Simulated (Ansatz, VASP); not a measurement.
## One calculation of SnTe, two programs

The input INCAR:

```
SYSTEM = SnTe
ALGO = Normal ; EDIFF = 1E-7
ENCUT = 520 ; GGA = PE
ISIF = 2 ; ISMEAR = -1
LASPH = .TRUE. ; LCHARG = .FALSE.
LREAL = .FALSE. ; LWAVE = .FALSE.
NBANDS = 17 ; NELM = 60
PREC = Accurate ; SIGMA = 0.02
```

KPOINTS

```
k-points
0
G
  6 6 6
  0 0 0
```

POSCAR

```
SnTe
1.0
    0.0000000000      3.6800499833      3.6800499833
    3.6800499833      0.0000000000      3.6800499833
    3.6800499833      3.6800499833      0.0000000000
Sn Te
1 1
Direct
    0.0000000000      0.0000000000      0.0000000000
    0.2500000000      0.2500000000      0.2500000000
```

Input for Ansatz:

```yaml
crystal:
  lattice:
    - [0.0, 3.6800499833, 3.6800499833]
    - [3.6800499833, 0.0, 3.6800499833]
    - [3.6800499833, 3.6800499833, 0.0]
  atoms:
    - { symbol: Sn, position: [0.0, 0.0, 0.0] }
    - { symbol: Te, position: [0.25, 0.25, 0.25] }
kpoints:
  mp_grid: { grid: [6, 6, 6] }
hamiltonian:
  xc: pbe
scf:
  occupations: { method: fermi_dirac, width: 0.02 }
  n_extra_bands: 4
output:
  forces: true
  stress: true
  eigenvalues: true
```

Alike in both runs: task single point; functional PBE; k mesh 6 × 6 × 6; occupations fermi-dirac, width 0.02 eV; no spin polarisation.

```csv
,VASP,Ansatz
version,VASP 6.6.1,Ansatz 0.2.0
potentials or method,"VASP PAW PBE potentials, release 64 (Sn_d, Te)","plane waves, PAW"
plane-wave cutoff (eV),520,420
valence electrons in the cell,20,30
```

```csv
,VASP,Ansatz,Ansatz less VASP
pressure (GPa),-1.3,-1.3,+0.01
```

VASP's potentials hold 20 valence electrons a cell and Ansatz's 30, so a difference there can come from the potentials and not from the codes.

Spin-orbit coupling is off throughout.
